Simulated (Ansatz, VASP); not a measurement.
# One calculation of NaF, two programs

File INCAR:

```
PREC = Accurate
ENCUT = 520
EDIFF = 1E-6
ISMEAR = 0
SIGMA = 0.01
LREAL = F
LASPH = T
NELM = 60
ALGO = Normal
ISIF = 2
LWAVE = F
LCHARG = T
GGA = PE
LELF = T
LVHAR = T
NBANDS = 14
```

File KPOINTS:

```
regular mesh
0
Gamma
  8 8 8
```

The input POSCAR:

```
NaF
1.0
    0.0000000000      2.3260073958      2.3260073958
    2.3260073958      0.0000000000      2.3260073958
    2.3260073958      2.3260073958      0.0000000000
Na F
1 1
Direct
    0.0000000000      0.0000000000      0.0000000000
    0.5000000000      0.5000000000      0.5000000000
```

Input for Ansatz:

```yaml
crystal:
  lattice:
    - [0.0, 2.3260073958, 2.3260073958]
    - [2.3260073958, 0.0, 2.3260073958]
    - [2.3260073958, 2.3260073958, 0.0]
  atoms:
    - { symbol: Na, position: [0.0, 0.0, 0.0] }
    - { symbol: F, position: [0.5, 0.5, 0.5] }
kpoints:
  mp_grid: { grid: [8, 8, 8] }
hamiltonian:
  xc: pbe
scf:
  occupations: { method: fixed }
  n_extra_bands: 4
output:
  forces: true
  stress: true
  eigenvalues: true
```

Alike in both runs: task single point; functional PBE; k mesh 8 × 8 × 8; no spin polarisation.

```csv
,VASP,Ansatz
version,VASP 6.6.1,Ansatz 0.2.0
potentials or method,"VASP PAW PBE potentials, release 64 (Na_pv, F)","plane waves, PAW"
plane-wave cutoff (eV),520,420
occupations,"gaussian, width 0.01 eV",fixed
valence electrons in the cell,14,16
```

```tsv
	VASP	Ansatz	Ansatz less VASP
gap on the k mesh at the Fermi level (eV)	6.24	6.25	+0.017
pressure (GPa)	1.4	1.5	+0.14
```

VASP's potentials hold 14 valence electrons a cell and Ansatz's 16, so a difference there can come from the potentials and not from the codes.
